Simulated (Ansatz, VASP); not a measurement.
**Al: VASP beside Ansatz**

INCAR

```
SYSTEM = Al
PREC     = Accurate       ! precision mode
ENCUT    = 520            ! plane-wave cutoff, eV
EDIFF    = 1E-7           ! SCF threshold, eV
ISMEAR   = 0              ! smearing method
SIGMA    = 0.15           ! smearing width, eV
LREAL    = .False.        ! projectors in reciprocal space
LASPH    = .True.         ! aspherical terms in the spheres
NELM     = 80             ! most SCF steps
ALGO     = Fast           ! electronic algorithm
ISIF     = 2              ! what is computed and relaxed
LWAVE    = .False.        ! write WAVECAR
LCHARG   = .False.        ! write CHGCAR
GGA      = PE             ! functional
IVDW     = 12             ! dispersion correction
NBANDS   = 14             ! bands
```

KPOINTS

```
regular mesh
0
Gamma
  18 18 4
  0 0 0
```

File POSCAR:

```
Al
1.0
    2.8144222649      0.0000000000      0.0000000000
   -1.4072111325      2.4373611784      0.0000000000
    0.0000000000      0.0000000000      9.2410470711
Al
4
Direct
   -0.3090544917     -0.1867593543      0.0000000000
    0.3333333333      0.6666666667      0.2500000000
    0.3090544917      0.1867593543      0.5000000000
    0.6666666667      0.3333333333      0.7500000000
```

Input for Ansatz:

```yaml
crystal:
  lattice:
    - [2.8144222649, 0.0, 0.0]
    - [-1.4072111325, 2.4373611784, 0.0]
    - [0.0, 0.0, 9.2410470711]
  atoms:
    - { symbol: Al, position: [-0.3090544917, -0.1867593543, 0.0] }
    - { symbol: Al, position: [0.3333333333, 0.6666666667, 0.25] }
    - { symbol: Al, position: [0.3090544917, 0.1867593543, 0.5] }
    - { symbol: Al, position: [0.6666666667, 0.3333333333, 0.75] }
basis:
  ecutwfc: 420
kpoints:
  mp_grid: { grid: [18, 18, 4] }
hamiltonian:
  xc: pbe
  pseudopotentials: { kind: paw, azcp: { folder: soft_1 } }
  dispersion: d3bj
scf:
  occupations: { method: gaussian, width: 0.15 }
output:
  forces: true
  stress: true
  eigenvalues: true
```

Change from the starting cell: mode 4 frozen in at -0.607 Å and mode 5 at -0.455 Å (largest displacements).

Alike in both runs: task single point; functional PBE; dispersion D3(BJ); k mesh 18 × 18 × 4; occupations gaussian, width 0.15 eV; no spin polarisation.

```csv
,VASP,Ansatz
version,VASP 6.6.1,Ansatz 0.2.0
potentials or method,"VASP PAW PBE potentials, release 64 (Al), cutoff 520 eV","scalar-relativistic, plane waves, PAW"
valence electrons in the cell,12,12
```

```tsv
	VASP	Ansatz	Ansatz less VASP
gap on the k mesh at the Fermi level (eV)	none	none	-
pressure (GPa)	4.4	4.4	0.00
traceless stress, the component that is largest in VASP (GPa)	7.30	7.30	-0.005
rms of the force components (eV/Å)	0.487	0.487	-0.0003
```

Atom by atom the forces differ by 0.000 eV/Å (rms over components). A gap of «none» marks a metal or a gap that the smearing closes.
